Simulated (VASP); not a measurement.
Set up this calculation in VASP 6.6.1, as the native input.

- Task: electric field gradients
- Functional: LDA
- Potentials or basis: VASP PAW LDA potentials, release 64 (Al, N)
- Cutoff: 520 eV
- k mesh: 12 × 12 × 12
- Occupations: fermi-dirac, width 0.01 eV
- Spin: no spin polarisation
- Dipole correction: no
- Further INCAR settings: ALGO = Normal; EDIFF = 1e-08; NBANDS = 11

The structure of AlN lies in POSCAR:

```
AlN
1.0
    0.0000000000      1.9845714768      1.9845714768
    1.9845714768      0.0000000000      1.9845714768
    1.9845714768      1.9845714768      0.0000000000
Al N
1 1
Direct
    0.0000000000      0.0000000000      0.0000000000
    0.5000000000      0.5000000000      0.5000000000
```

This cell differs from its parent crystal: volume scaled by 1.01.

These files were run (other wordings do the same):

INCAR

```
SYSTEM = AlN
PREC     = Accurate       ! precision mode
ENCUT    = 520            ! plane-wave cutoff, eV
EDIFF    = 1E-8           ! SCF threshold, eV
ISMEAR   = -1             ! smearing method
SIGMA    = 0.01           ! smearing width, eV
LREAL    = .FALSE.        ! projectors in reciprocal space
LASPH    = .TRUE.         ! aspherical terms in the spheres
NELM     = 80             ! most SCF steps
ALGO     = Normal         ! electronic algorithm
ISIF     = 2              ! what is computed and relaxed
LWAVE    = .FALSE.        ! write WAVECAR
LCHARG   = .FALSE.        ! write CHGCAR
LEFG     = .TRUE.       
NBANDS   = 11             ! bands
```

KPOINTS

```
regular mesh
0
G
  12 12 12
  0 0 0
```

Potentials or basis: VASP PAW LDA potentials, release 64 (Al, N).

Command:

```sh
$ cat potpaw_LDA.64/Al/POTCAR potpaw_LDA.64/N/POTCAR > POTCAR
$ mpirun -np 1 vasp_std > vasp.out
```

It gave:

* Pressure: 10.0 GPa
* Band gap on the k mesh: 5.01 eV, indirect (least direct gap 6.60 eV)

Caveat: without QUAD_EFG the Cq values of the log hold for a quadrupole moment of 1 mb, not for the nuclei.

Run time: 5.8 s on 1 thread of Intel(R) Xeon(R) Platinum 8488C (Sapphire Rapids), with other jobs on the host, peak memory 0.13 GiB.
